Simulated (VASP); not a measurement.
A run of VASP 6.6.1 is set up as follows.

File INCAR:

```
SYSTEM = Al8Cu3
ALGO = Normal
DIPOL = 0.5 0.5 0.500
EDIFF = 1E-7
ENCUT = 520
GGA = PE
IDIPOL = 3
ISIF = 2
ISMEAR = 0
LASPH = .True.
LCHARG = .False.
LDIPOL = .True.
LREAL = .False.
LWAVE = .False.
NBANDS = 40
NELM = 60
PREC = Accurate
SIGMA = 0.1
```

File KPOINTS:

```
k-points
0
Gamma
  13 13 1
  0 0 0
```

File POSCAR:

```
Al8Cu3
1.0
    4.0890373098      0.0000000000      0.0000000000
    2.0442999082      3.5413364718      0.0000000000
    0.0000000000      0.0000000000     26.6856057520
Al Cu
8 3
Direct
    0.0000356652      0.0000356652      0.2810503936
    0.6667261087      0.6667261087      0.3436074240
    0.3334165521      0.3334165521      0.4061644544
    0.0001069956      0.0001069956      0.4687214848
    0.6667974391      0.6667974391      0.5312785152
    0.3334878826      0.3334878826      0.5938355456
    0.0001783260      0.0001783260      0.6563925760
    0.6668687695      0.6668687695      0.7189496064
    0.0000713304      0.0000713304      0.3748859392
    0.3334522174      0.3334522174      0.5000000000
    0.6668331043      0.6668331043      0.6251140608
```

Potentials or basis: VASP PAW PBE potentials, release 64 (Al, Cu).

Run with:

```sh
$ cat potpaw_PBE.64/Al/POTCAR potpaw_PBE.64/Cu/POTCAR > POTCAR
$ mpirun -np 1 vasp_std > vasp.out
```

(1) What does it give for the band gap on the k mesh?

(2) Estimate the largest force.

Answers

(1) zero (an odd number of electrons rules out a gap without spin polarisation).

(2) 0.229 eV/Å.
